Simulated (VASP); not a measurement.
# Hg (P6/mmm) in VASP: a series of runs, part 2 of 2

VASP 6.6.1. Earlier steps stand in the parts before.

### Step 3. Relaxation of cell and atoms, PBE+D3(BJ)

This run uses another cell than the first one, of 27.48 Å³/atom, 1.068 times its volume.

File INCAR:

```
SYSTEM = Hg
  PREC = Accurate
  ENCUT = 600
  EDIFF = 1E-6
  ISMEAR = 0
  SIGMA = 0.1
  LREAL = .False.
  LASPH = .True.
  NELM = 60
  ALGO = Fast
  ISIF = 3
  LWAVE = .False.
  LCHARG = .False.
  GGA = PE
  IVDW = 12
  IBRION = 2
  NSW = 100
  EDIFFG = -0.005
```

File KPOINTS:

```
Automatic mesh
0
Gamma
  9 9 14
  0 0 0
```

File POSCAR:

```
Hg
1.0
    5.4666964342      0.0000000000      0.0000000000
   -2.7333482171      4.7342979868      0.0000000000
    0.0000000000      0.0000000000      3.1852178100
Hg
3
Direct
    0.3333333300      0.6666666700      0.5000000000
    0.6666666700      0.3333333300      0.5000000000
    0.0000000000      0.0000000000      0.0000000000
```

Potentials or basis: VASP PAW PBE potentials, release 64 (Hg).

Run with:

```sh
cat potpaw_PBE.64/Hg/POTCAR > POTCAR
mpirun -np 1 vasp_std > vasp.out
```

OUTCAR:

```text
SYSTEM = Hg
   PREC = Accurate
   ENCUT = 600
   EDIFF = 1E-6
   ISMEAR = 0
   LREAL = .False.
   LASPH = .True.
   NELM = 60
   ISIF = 3
   GGA = PE
   IVDW = 12
   IBRION = 2
   NSW = 100
   EDIFFG = -0.005
 IVDW          = 12

 ion  position               nearest neighbor table
   1  0.333  0.667  0.500-   2 3.16   2 3.16   2 3.16   3 3.54   3 3.54   3 3.54   3 3.54   3 3.54
                             3 3.54
   2  0.667  0.333  0.500-   1 3.16   1 3.16   1 3.16   3 3.54   3 3.54   3 3.54   3 3.54   3 3.54
                             3 3.54
   3  0.000  0.000  0.000-   1 3.54   2 3.54   1 3.54   2 3.54   2 3.54   2 3.54   1 3.54   1 3.54
                             2 3.54   2 3.54   1 3.54   1 3.54

  LATTYP: Found a hexagonal cell.
 ALAT       =     5.4666964342
 C/A-ratio  =     0.5826586218

  Lattice vectors:

 A1 = (   5.4666964342,   0.0000000000,   0.0000000000)
 A2 = (  -2.7333482171,   4.7342979868,   0.0000000000)
 A3 = (   0.0000000000,   0.0000000000,   3.1852178100)

Analysis of symmetry for initial positions (statically):
=====================================================================
 Subroutine PRICEL returns:
 Original cell was already a primitive cell.

 Routine SETGRP: Setting up the symmetry group for a
 hexagonal supercell.

 Subroutine GETGRP returns: Found 24 space group operations
 (whereof 24 operations were pure point group operations)
 out of a pool of 24 trial point group operations.

The static configuration has the point symmetry D_6h.

Analysis of symmetry for dynamics (positions and initial velocities):
=====================================================================
 Subroutine PRICEL returns:
 Original cell was already a primitive cell.

 Routine SETGRP: Setting up the symmetry group for a
 hexagonal supercell.

 Subroutine GETGRP returns: Found 24 space group operations
 (whereof 24 operations were pure point group operations)
 out of a pool of 24 trial point group operations.

The dynamic configuration has the point symmetry D_6h.

 Subroutine INISYM returns: Found 24 space group operations
 (whereof 24 operations are pure point group operations),
 and found     1 'primitive' translations

----------------------------------------------------------------------------------------

                                     Primitive cell

  volume of cell :      82.4365

  direct lattice vectors                    reciprocal lattice vectors
     5.466696434  0.000000000  0.000000000     0.182925833  0.105612279  0.000000000
    -2.733348217  4.734297987  0.000000000     0.000000000  0.211224558  0.000000000
     0.000000000  0.000000000  3.185217810     0.000000000  0.000000000  0.313950273

  length of vectors
     5.466696434  5.466696434  3.185217810     0.211224558  0.211224558  0.313950273

  position of ions in fractional coordinates (direct lattice)
     0.333333330  0.666666670  0.500000000
     0.666666670  0.333333330  0.500000000
     0.000000000  0.000000000  0.000000000

  ion indices of the primitive-cell ions
   primitive index   ion index
                 1           1
                 2           2
                 3           3

----------------------------------------------------------------------------------------

 KPOINTS: Automatic mesh

Automatic generation of k-mesh.
 Grid dimensions read from file:
 generate k-points for:    9    9   14

 Generating k-lattice:

  Cartesian coordinates                     Fractional coordinates (reciprocal lattice)
     0.020325093  0.011734698  0.000000000     0.111111111  0.000000000  0.000000000
     0.000000000  0.023469395  0.000000000     0.000000000  0.111111111  0.000000000
     0.000000000  0.000000000  0.022425019     0.000000000  0.000000000  0.071428571

  Length of vectors
     0.023469395  0.023469395  0.022425019

  Shift w.r.t. Gamma in fractional coordinates (k-lattice)
     0.000000000  0.000000000  0.000000000

 Subroutine IBZKPT returns following result:
 ===========================================

 Found     96 irreducible k-points:

 Following reciprocal coordinates:
            Coordinates               Weight
  0.000000  0.000000  0.000000      1.000000
  0.111111 -0.000000  0.000000      6.000000
  0.222222 -0.000000  0.000000      6.000000
  0.333333 -0.000000  0.000000      6.000000
  0.444444 -0.000000  0.000000      6.000000
  0.111111  0.111111  0.000000      6.000000
[... 16 lines left out ...]
  0.333333  0.222222  0.071429     24.000000
  0.333333  0.333333  0.071429      4.000000
 [... further k-points ...]
   k-points           NKPTS =     96   k-points in BZ     NKDIM =     96   number of bands    NBANDS=     22
   number of dos      NEDOS =    301   number of ions     NIONS =      3
   total plane-waves  NPLWV =  64512
   dimension x,y,z NGX =    48 NGY =   48 NGZ =   28
   dimension x,y,z NGXF=    96 NGYF=   96 NGZF=   56
   ions per type =               3
   NGX,Y,Z   is equivalent  to a cutoff of  14.60, 14.60, 14.61 a.u.
   NGXF,Y,Z  is equivalent  to a cutoff of  29.19, 29.19, 29.23 a.u.
 SYSTEM =  Hg
   PREC   = accura    normal or accurate (medium, high low for compatibility)
   ISTART =      0    job   : 0-new  1-cont  2-samecut
   ICHARG =      2    charge: 1-file 2-atom 10-const
   ISPIN  =      1    spin polarized calculation?
   LNONCOLLINEAR =      F non collinear calculations
   LSORBIT =      F    spin-orbit coupling
   LASPH  =      T    aspherical Exc in radial PAW
   ENCUT  =  600.0 eV  44.10 Ry    6.64 a.u.  10.92 10.92  6.36*2*pi/ulx,y,z
   NELM   =     60;   NELMIN=  2; NELMDL= -5     # of ELM steps
   EDIFF  = 0.1E-05   stopping-criterion for ELM
   LREAL  =      F    real-space projection
   EDIFFG = -.5E-02   stopping-criterion for IOM
   NSW    =    100    number of steps for IOM
   IBRION =      2    ionic relax: 0-MD 1-quasi-New 2-CG
   NFREE  =      1    steps in history (QN), initial steepest desc. (CG)
   ISIF   =      3    stress and relaxation
   ISYM   =      2    0-nonsym 1-usesym 2-fastsym
   POTIM  = 0.5000    time-step for ionic-motion
   TEBEG  =    0.0;   TEEND  =   0.0 temperature during run
   PSTRESS=    0.0 pullay stress
   NELECT =      36.0000    total number of electrons
   NUPDOWN=      -1.0000    fix difference up-down
   EMIN   =  10.00;   EMAX   =-10.00  energy-range for DOS
   EFERMI =   0.00;   METHOD = LEGACY
   ISMEAR =     0;   SIGMA  =   0.10  broadening in eV -4-tet -1-fermi 0-gaus
   EFERMI_NEDOS =   21; number of points for ismear=-14 and -15
   IALGO  =     68    algorithm
   IMIX   =      4    mixing-type and parameters
     AMIX     =   0.40;   BMIX     =  1.00
     AMIX_MAG =   1.60;   BMIX_MAG =  1.00
  volume/ion in A,a.u.               =      27.48       185.44
  Fermi-wavevector in a.u.,A,eV,Ry     =   1.242041  2.347116 20.989227  1.542665
  Thomas-Fermi vector in A             =   2.376412
   LORBIT       =      0    0 simple, 1 ext, 2 COOP (PROOUT), +10 PAW based schemes
   GGA     = PE    functional components
   LHFCALC =     F    Hartree Fock is set to
   AEXX    =    0.0000 exact exchange contribution
   IVDW    =    12    specifies the selected vdW correction
   LEPSILON=     F    determine dielectric tensor
   LRPA    =     F    only Hartree local field effects (RPA)
 conjugate gradient relaxation of ions
 non-spin polarized calculation
 RMM-DIIS sequential band-by-band and
 Gauss-broadening in eV      SIGMA  =   0.10
  energy-cutoff  :      600.00
  volume of cell :       82.44
 maximum number of plane-waves:      2767
 NGX is ok and might be reduce to    48
   NGX = 21   NGY = 21   NGZ = 13

--------------------------------------- Ionic step        1  -------------------------------------------

 number of electron      35.9999997 magnetization

 Free energy of the ion-electron system (eV)
  ---------------------------------------------------
  ext. energy  EPLUGINS =         0.00000000
  ---------------------------------------------------
  free energy    TOTEN  =        -0.52272078 eV

  energy without entropy =       -0.52052366  energy(sigma->0) =       -0.52162222

------------------------ aborting loop because EDIFF is reached ----------------------------------------

 Edisp (eV)   -1.14656

 E8    (eV) :    -0.5217
[... 237 lines left out ...]
--------------------------------------- Ionic step        7  -------------------------------------------

 number of electron      36.0000004 magnetization

 Free energy of the ion-electron system (eV)
  ---------------------------------------------------
  ext. energy  EPLUGINS =         0.00000000
  ---------------------------------------------------
  free energy    TOTEN  =        -0.47654063 eV

  energy without entropy =       -0.47499893  energy(sigma->0) =       -0.47576978

 E-fermi :   2.0583     XC(G=0): -10.3176

 val. band max:        2.0048729931   @ k =   0.2222  -0.0000   0.0000
 cond. band min:       2.1075136216   @ k =   0.2222   0.2222   0.4286
 fundamental gap:      0.1026406285
 Fermi energy:         2.0582945700

 k-point     1 :       0.0000    0.0000    0.0000
  band No.  band energies     occupation
      1      -6.2934      2.00000
      2      -5.5579      2.00000
      3      -5.1037      2.00000
      4      -4.9197      2.00000
      5      -4.7522      2.00000
      6      -4.7522      2.00000
[... 589 lines left out ...]
     21       5.7248      0.00000
     22      11.8177      0.00000

 [... further k-points ...]

------------------------ aborting loop because EDIFF is reached ----------------------------------------

 Edisp (eV)   -1.20932

 E8    (eV) :    -0.5492
[... 26 lines left out ...]
  FREE ENERGIE OF THE ION-ELECTRON SYSTEM (eV)
  ---------------------------------------------------
  free  energy   TOTEN  =        -1.6858577135 eV

  energy  without entropy=       -1.6843160219  energy(sigma->0) =       -1.68508687

 reached required accuracy - stopping structural energy minimisation
```

OSZICAR:

```text
N       E                     dE             d eps       ncg     rms          rms(c)
DAV:   1     0.308826616874E+03    0.30883E+03   -0.19994E+04  4224   0.174E+03
DAV:   2     0.954122129107E+01   -0.29929E+03   -0.28658E+03  4314   0.413E+02
[... 55 lines left out ...]
   6 F= -.16857837E+01 E0= -.16850374E+01  d E =-.101729E-03
       N       E                     dE             d eps       ncg     rms          rms(c)
DAV:   1    -0.478593703907E+00   -0.26720E-02   -0.10550E-01  4476   0.247E+00    0.212E-01
RMM:   2    -0.477218974795E+00    0.13747E-02   -0.10429E-03  4224   0.273E-01    0.116E-01
RMM:   3    -0.476549376602E+00    0.66960E-03   -0.77784E-04  4227   0.192E-01    0.323E-02
RMM:   4    -0.476539939939E+00    0.94367E-05   -0.68918E-05  4224   0.602E-02    0.187E-02
RMM:   5    -0.476540626222E+00   -0.68628E-06   -0.47856E-06  2853   0.154E-02
   7 F= -.16858577E+01 E0= -.16850869E+01  d E =-.175762E-03
```

Run time: 17 min. Hardware: 1 thread of Oxide Virtual Turin-like, shared host; peak memory 0.33 GiB.

What came out:

```
Free energy                            : -1.6859 eV
Relaxed volume                         : 26.02 Å³/atom
Relaxed cell                           : a = 5.347 Å, b = 5.347 Å, c = 3.153 Å, α = 90.00°, β = 90.00°, γ = 120.00°
Space group after relaxing (to 0.05 Å) : P6/mmm (No. 191)
Energy gained by relaxing              : 5.5 meV/atom
Ionic steps                            : 7
Pressure after relaxing                : 0.0 GPa
Band gap on the k mesh                 : zero (band 18 reaches 4.44 eV, above the bottom of band 19 at 0.99 eV)
Dispersion energy per atom             : -0.403 eV
```

Step by step:
```tsv
step	energy change (eV)	largest force (eV/Å)	pressure (GPa)	volume (Å³)
1	0.0000	0.0000	-1.08	82.44
2	-0.0119	0.0000	-0.61	80.25
3	-0.0162	0.0000	0.19	77.56
4	-0.0164	0.0000	-0.02	78.12
5	-0.0164	0.0000	0.02	78.02
6	-0.0165	0.0000	0.00	78.03
7	-0.0166	0.0000	-0.02	78.07
```

Final structure:
```yaml
crystal:
  lattice:
    - [5.34673, 0.00000, 0.00000]
    - [-2.67337, 4.63040, 0.00000]
    - [0.00000, 0.00000, 3.15329]
  atoms:
    - { symbol: Hg, position: [0.33333, 0.66667, 0.50000] }
    - { symbol: Hg, position: [0.66667, 0.33333, 0.50000] }
    - { symbol: Hg, position: [0.00000, 0.00000, 0.00000] }
```

Caveat: spin-orbit coupling is left out, which moves the levels of the heavy elements; pairwise dispersion overbinds metals, which lowers pressure and volume.
